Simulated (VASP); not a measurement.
# TaSi2 (P6_222) in VASP: single point with PBE

Aim: the single point of TaSi2 with PBE.

Everything below comes from runs of VASP 6.6.1. Logs are shortened: lines on timing, memory, paths and dates and some standing lists are left out, and cuts for length are marked.

### 1 The cell of the first run

The structure is hexagonal, space group P6_222 (No. 180). Conventional cell: a = 4.780 Å, b = 4.780 Å, c = 6.564 Å, α = 90.00°, β = 90.00°, γ = 120.00°. Within 3.4 Å of Ta (site symmetry 222) lie 10 Si at 2.59 to 2.76 Å and 4 Ta at 3.24 Å. Within 3.4 Å of Si (site symmetry 2) lie 9 Si at 2.59 to 3.24 Å and 5 Ta at 2.59 to 2.76 Å.

### 2 Single point, PBE

Contents of INCAR:

```
PREC = Accurate
ENCUT = 520
EDIFF = 1E-6
ISMEAR = 0
SIGMA = 0.05
LREAL = F
LASPH = T
NELM = 100
ALGO = Normal
ISIF = 2
LWAVE = F
LCHARG = F
GGA = PE
NBANDS = 38
```

Contents of KPOINTS:

```
Automatic mesh
0
Gamma
  12 12 6
```

Contents of POSCAR:

```
TaSi2
1.0
    4.7800000000      0.0000000000      0.0000000000
   -2.3900000000      4.1396014300      0.0000000000
    0.0000000000      0.0000000000      6.5640000000
Ta Si
3 6
Direct
    0.5000000000      0.0000000000      0.5000000000
    0.5000000000      0.5000000000      0.8333333300
    0.0000000000      0.5000000000      0.1666666700
    0.1666500000      0.3333000000      0.5000000000
    0.8333500000      0.1666500000      0.8333333300
    0.6667000000      0.8333500000      0.1666666700
    0.8333500000      0.6667000000      0.5000000000
    0.1666500000      0.8333500000      0.8333333300
    0.3333000000      0.1666500000      0.1666666700
```

Potentials or basis: VASP PAW PBE potentials, release 64 (Ta_pv, Si).

Run with:

```bash
> cat potpaw_PBE.64/Ta_pv/POTCAR potpaw_PBE.64/Si/POTCAR > POTCAR
> mpirun -np 1 vasp_std > vasp.out
```

OUTCAR:

```text
PREC = Accurate
   ENCUT = 520
   EDIFF = 1E-6
   ISMEAR = 0
   LREAL = F
   LASPH = T
   NELM = 100
   ISIF = 2
   GGA = PE

 ion  position               nearest neighbor table
   1  0.500  0.000  0.500-   6 2.59   9 2.59   8 2.59   5 2.59   4 2.76   7 2.76   7 2.76   4 2.76
                             4 2.76   7 2.76   2 3.24   2 3.24   3 3.24   3 3.24
   2  0.500  0.500  0.833-   4 2.59   7 2.59   6 2.59   9 2.59   5 2.76   8 2.76   8 2.76   5 2.76
                             8 2.76   5 2.76   1 3.24   1 3.24   3 3.24   3 3.24
   3  0.000  0.500  0.167-   4 2.59   7 2.59   5 2.59   8 2.59   9 2.76   6 2.76   9 2.76   6 2.76
                             6 2.76   9 2.76   1 3.24   1 3.24   2 3.24   2 3.24
   4  0.167  0.333  0.500-   5 2.59   9 2.59   3 2.59   2 2.59   7 2.76   1 2.76   1 2.76   1 2.76
                             7 2.76   7 2.76
   5  0.833  0.167  0.833-   4 2.59   6 2.59   1 2.59   3 2.59   8 2.76   2 2.76   2 2.76   2 2.76
                             8 2.76   8 2.76
   6  0.667  0.833  0.167-   7 2.59   5 2.59   1 2.59   2 2.59   9 2.76   3 2.76   3 2.76   3 2.76
                             9 2.76   9 2.76
   7  0.833  0.667  0.500-   8 2.59   6 2.59   3 2.59   2 2.59   4 2.76   1 2.76   1 2.76   1 2.76
                             4 2.76   4 2.76
   8  0.167  0.833  0.833-   7 2.59   9 2.59   1 2.59   3 2.59   5 2.76   2 2.76   2 2.76   2 2.76
                             5 2.76   5 2.76
   9  0.333  0.167  0.167-   4 2.59   8 2.59   1 2.59   2 2.59   6 2.76   3 2.76   3 2.76   3 2.76
                             6 2.76   6 2.76

  LATTYP: Found a hexagonal cell.
 ALAT       =     4.7800000000
 C/A-ratio  =     1.3732217573

  Lattice vectors:

 A1 = (   4.7800000000,   0.0000000000,   0.0000000000)
 A2 = (  -2.3900000000,   4.1396014300,   0.0000000000)
 A3 = (   0.0000000000,   0.0000000000,   6.5640000000)

Analysis of symmetry for initial positions (statically):
=====================================================================
 Subroutine PRICEL returns:
 Original cell was already a primitive cell.

 Routine SETGRP: Setting up the symmetry group for a
 hexagonal supercell.

 Subroutine GETGRP returns: Found 12 space group operations
 (whereof  4 operations were pure point group operations)
 out of a pool of 24 trial point group operations.

The static configuration has the point symmetry D_2 .
 The point group associated with its full space group is D_6 .

Analysis of symmetry for dynamics (positions and initial velocities):
=====================================================================
 Subroutine PRICEL returns:
 Original cell was already a primitive cell.

 Routine SETGRP: Setting up the symmetry group for a
 hexagonal supercell.

 Subroutine GETGRP returns: Found 12 space group operations
 (whereof  4 operations were pure point group operations)
 out of a pool of 24 trial point group operations.

The dynamic configuration has the point symmetry D_2 .
 The point group associated with its full space group is D_6 .

 Subroutine INISYM returns: Found 12 space group operations
 (whereof  4 operations are pure point group operations),
 and found     1 'primitive' translations

----------------------------------------------------------------------------------------

                                     Primitive cell

  volume of cell :     129.8838

  direct lattice vectors                    reciprocal lattice vectors
     4.780000000  0.000000000  0.000000000     0.209205021  0.120784575  0.000000000
    -2.390000000  4.139601430  0.000000000     0.000000000  0.241569150  0.000000000
     0.000000000  0.000000000  6.564000000     0.000000000  0.000000000  0.152346130

  length of vectors
     4.780000000  4.780000000  6.564000000     0.241569150  0.241569150  0.152346130

  position of ions in fractional coordinates (direct lattice)
     0.500000000  0.000000000  0.500000000
     0.500000000  0.500000000  0.833333330
     0.000000000  0.500000000  0.166666670
     0.166650000  0.333300000  0.500000000
     0.833350000  0.166650000  0.833333330
     0.666700000  0.833350000  0.166666670
     0.833350000  0.666700000  0.500000000
     0.166650000  0.833350000  0.833333330
     0.333300000  0.166650000  0.166666670

  ion indices of the primitive-cell ions
   primitive index   ion index
                 1           1
                 2           2
                 3           3
                 4           4
                 5           5
                 6           6
                 7           7
                 8           8
                 9           9

----------------------------------------------------------------------------------------

 KPOINTS: Automatic mesh

Automatic generation of k-mesh.
 Grid dimensions read from file:
 generate k-points for:   12   12    6

 Generating k-lattice:

  Cartesian coordinates                     Fractional coordinates (reciprocal lattice)
     0.017433752  0.010065381  0.000000000     0.083333333 -0.000000000  0.000000000
     0.000000000  0.020130763  0.000000000     0.000000000  0.083333333  0.000000000
     0.000000000  0.000000000  0.025391022     0.000000000  0.000000000  0.166666667

  Length of vectors
     0.020130763  0.020130763  0.025391022

  Shift w.r.t. Gamma in fractional coordinates (k-lattice)
     0.000000000  0.000000000  0.000000000

 Subroutine IBZKPT returns following result:
 ===========================================

 Found     76 irreducible k-points:

 Following reciprocal coordinates:
            Coordinates               Weight
  0.000000  0.000000  0.000000      1.000000
  0.083333  0.000000  0.000000      6.000000
  0.166667  0.000000  0.000000      6.000000
  0.250000  0.000000  0.000000      6.000000
  0.333333 -0.000000  0.000000      6.000000
  0.416667 -0.000000  0.000000      6.000000
[... 16 lines left out ...]
  0.250000  0.000000  0.166667     12.000000
  0.333333 -0.000000  0.166667     12.000000
 [... further k-points ...]
   k-points           NKPTS =     76   k-points in BZ     NKDIM =     76   number of bands    NBANDS=     38
   number of dos      NEDOS =    301   number of ions     NIONS =      9
   total plane-waves  NPLWV =  64800
   dimension x,y,z NGX =    36 NGY =   36 NGZ =   50
   dimension x,y,z NGXF=    72 NGYF=   72 NGZF=  100
   ions per type =               3   6
   NGX,Y,Z   is equivalent  to a cutoff of  12.52, 12.52, 12.66 a.u.
   NGXF,Y,Z  is equivalent  to a cutoff of  25.04, 25.04, 25.33 a.u.
 SYSTEM =  unknown system
   PREC   = accura    normal or accurate (medium, high low for compatibility)
   ISTART =      0    job   : 0-new  1-cont  2-samecut
   ICHARG =      2    charge: 1-file 2-atom 10-const
   ISPIN  =      1    spin polarized calculation?
   LNONCOLLINEAR =      F non collinear calculations
   LSORBIT =      F    spin-orbit coupling
   LASPH  =      T    aspherical Exc in radial PAW
   ENCUT  =  520.0 eV  38.22 Ry    6.18 a.u.   8.89  8.89 12.20*2*pi/ulx,y,z
   NELM   =    100;   NELMIN=  2; NELMDL= -5     # of ELM steps
   EDIFF  = 0.1E-05   stopping-criterion for ELM
   LREAL  =      F    real-space projection
   EDIFFG = 0.1E-04   stopping-criterion for IOM
   NSW    =      0    number of steps for IOM
   IBRION =     -1    ionic relax: 0-MD 1-quasi-New 2-CG
   NFREE  =      0    steps in history (QN), initial steepest desc. (CG)
   ISIF   =      2    stress and relaxation
   ISYM   =      2    0-nonsym 1-usesym 2-fastsym
   POTIM  = 0.5000    time-step for ionic-motion
   TEBEG  =    0.0;   TEEND  =   0.0 temperature during run
   PSTRESS=    0.0 pullay stress
   NELECT =      57.0000    total number of electrons
   NUPDOWN=      -1.0000    fix difference up-down
   EMIN   =  10.00;   EMAX   =-10.00  energy-range for DOS
   EFERMI =   0.00;   METHOD = LEGACY
   ISMEAR =     0;   SIGMA  =   0.05  broadening in eV -4-tet -1-fermi 0-gaus
   EFERMI_NEDOS =   21; number of points for ismear=-14 and -15
   IALGO  =     38    algorithm
   IMIX   =      4    mixing-type and parameters
     AMIX     =   0.40;   BMIX     =  1.00
     AMIX_MAG =   1.60;   BMIX_MAG =  1.00
  volume/ion in A,a.u.               =      14.43        97.39
  Fermi-wavevector in a.u.,A,eV,Ry     =   1.244079  2.350969 21.058195  1.547734
  Thomas-Fermi vector in A             =   2.378362
   LORBIT       =      0    0 simple, 1 ext, 2 COOP (PROOUT), +10 PAW based schemes
   GGA     = PE    functional components
   LHFCALC =     F    Hartree Fock is set to
   AEXX    =    0.0000 exact exchange contribution
   IVDW    =     0    specifies the selected vdW correction
   LEPSILON=     F    determine dielectric tensor
   LRPA    =     F    only Hartree local field effects (RPA)
 non-spin polarized calculation
 Gauss-broadening in eV      SIGMA  =   0.05
  energy-cutoff  :      520.00
  volume of cell :      129.88
 maximum number of plane-waves:      3546
 NGX is ok and might be reduce to    36
   NGX = 17   NGY = 17   NGZ = 25

 number of electron      57.0000001 magnetization

 Free energy of the ion-electron system (eV)
  ---------------------------------------------------
  ext. energy  EPLUGINS =         0.00000000
  ---------------------------------------------------
  free energy    TOTEN  =       -72.07466816 eV

  energy without entropy =      -72.06799956  energy(sigma->0) =      -72.07133386

 E-fermi :   9.4023     XC(G=0): -12.0875

 val. band max:        9.4020213122   @ k =   0.1667   0.1667   0.3333
 cond. band min:       9.4038721772   @ k =   0.1667   0.0833   0.3333
 fundamental gap:      0.0018508650
 Fermi energy:         9.4023302815

 k-point     1 :       0.0000    0.0000    0.0000
  band No.  band energies     occupation
      1     -24.9811      2.00000
      2     -24.9809      2.00000
      3     -24.9809      2.00000
      4     -24.8760      2.00000
      5     -24.8760      2.00000
      6     -24.8158      2.00000
[... 30 lines left out ...]
     37      13.3990      0.00000
     38      13.5274      0.00000
[... 941 lines left out ...]
     37      13.5637      0.00000
     38      13.6667      0.00000

 [... further k-points ...]

------------------------ aborting loop because EDIFF is reached ----------------------------------------

  FORCE on cell =-STRESS in cart. coord.  units (eV):
  Direction    XX          YY          ZZ          XY          YZ          ZX
  --------------------------------------------------------------------------------------
  -------------------------------------------------------------------------------------
  Total        2.1974102      2.1974102      4.4497684     -0.0000000     -0.0000000      0.0000000
  in kB       27.1060800     27.1060800     54.8899705     -0.0000000     -0.0000000      0.0000000
  external PRESSURE =      36.3673768 kB  Pullay stress =       0.0000000 kB

 VOLUME and BASIS-vectors are now :
 -----------------------------------------------------------------------------
  energy-cutoff  :      520.00
  volume of cell :      129.88
      direct lattice vectors                 reciprocal lattice vectors
     4.780000000  0.000000000  0.000000000     0.209205021  0.120784575  0.000000000
    -2.390000000  4.139601430  0.000000000     0.000000000  0.241569150  0.000000000
     0.000000000  0.000000000  6.564000000     0.000000000  0.000000000  0.152346130

 POSITION                                       TOTAL-FORCE (eV/Angst)
 -----------------------------------------------------------------------------------
      2.39000      0.00000      3.28200        -0.000000      0.000000      0.000000
      1.19500      2.06980      5.47000        -0.000000      0.000000      0.000000
     -1.19500      2.06980      1.09400         0.000000      0.000000     -0.000000
     -0.00000      1.37973      3.28200         0.000000     -0.801099      0.000000
      3.58512      0.68986      5.47000         0.693772     -0.400550      0.000000
      1.19512      3.44974      1.09400         0.693772      0.400550      0.000000
      2.39000      2.75987      3.28200         0.000000      0.801099      0.000000
     -1.19512      3.44974      5.47000        -0.693772      0.400550      0.000000
      1.19488      0.68986      1.09400        -0.693772     -0.400550      0.000000
 -----------------------------------------------------------------------------------
    total drift:                                0.000000      0.000000      0.000009

  FREE ENERGIE OF THE ION-ELECTRON SYSTEM (eV)
  ---------------------------------------------------
  free  energy   TOTEN  =       -72.0746681599 eV

  energy  without entropy=      -72.0679995588  energy(sigma->0) =      -72.07133386
```

Run time: 4.7 min. Hardware: 1 thread of AMD EPYC 7R13 (Zen 3), shared host; peak memory 0.4 GiB.

Results:

* Free energy: -72.0747 eV
* Pressure: 3.6 GPa
* Largest force: 0.801 eV/Å

Forces on the atoms (eV/Å):
```
Ta   0.000  0.000  0.000
Ta   0.000  0.000  0.000
Ta   0.000  0.000  0.000
Si   0.000 -0.801  0.000
Si   0.694 -0.401  0.000
Si   0.694  0.401  0.000
Si   0.000  0.801  0.000
Si  -0.694  0.401  0.000
Si  -0.694 -0.401  0.000
```

Stress tensor (GPa, compression positive):
```
2.71 0.00 0.00
0.00 2.71 0.00
0.00 0.00 5.49
```

Caveat: spin-orbit coupling is left out, which moves the levels of the heavy elements.
